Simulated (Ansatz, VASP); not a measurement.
**One calculation of RbBr, two programs**

Contents of INCAR:

```
PREC = Accurate
ENCUT = 520
EDIFF = 1E-8
ISMEAR = -1
SIGMA = 0.03
LREAL = F
LASPH = T
NELM = 60
ALGO = Normal
ISIF = 2
LWAVE = F
LCHARG = F
GGA = PS
LEFG = T
NBANDS = 15
```

KPOINTS

```
Automatic mesh
0
Gamma
  7 7 7
```

Contents of POSCAR:

```
RbBr
1.0
    0.0000000000      3.4044959512      3.4044959512
    3.4044959512      0.0000000000      3.4044959512
    3.4044959512      3.4044959512      0.0000000000
Rb Br
1 1
Direct
    0.0000000000      0.0000000000      0.0000000000
    0.5000000000      0.5000000000      0.5000000000
```

Input for Ansatz:

```yaml
crystal:
  lattice:
    - [0.0, 3.4044959512, 3.4044959512]
    - [3.4044959512, 0.0, 3.4044959512]
    - [3.4044959512, 3.4044959512, 0.0]
  atoms:
    - { symbol: Rb, position: [0.0, 0.0, 0.0] }
    - { symbol: Br, position: [0.5, 0.5, 0.5] }
kpoints:
  mp_grid: { grid: [7, 7, 7] }
scf:
  occupations: { method: fermi_dirac, width: 0.03 }
hamiltonian:
  xc: pbesol
  pseudopotentials: { kind: paw }
output:
  forces: true
  stress: true
  eigenvalues: true
  efg: { contact_densities: true }
```

Change from the starting cell: volume scaled by 0.98, PAW files.

Alike in both runs: task electric field gradients; functional PBEsol; k mesh 7 × 7 × 7; occupations fermi-dirac, width 0.03 eV; no spin polarisation.

|  | VASP | Ansatz |
| --- | --- | --- |
| version | VASP 6.6.1 | Ansatz 0.2.0 |
| potentials or method | VASP PAW PBE potentials, release 64 (Rb_sv, Br) | PAW with Ansatz's default frozen-core files, scalar-relativistic |
| plane-wave cutoff (eV) | 520 | 420 |
| valence electrons in the cell | 16 | 16 |

```tsv
	VASP	Ansatz	Ansatz less VASP
gap on the k mesh at the Fermi level (eV)	4.26	4.26	+0.003
pressure (GPa)	0.3	0.2	-0.04
```

VASP's potentials were made for PBE, not for PBEsol. The functional is the same, so the differences come from potentials, cutoffs and numerics.
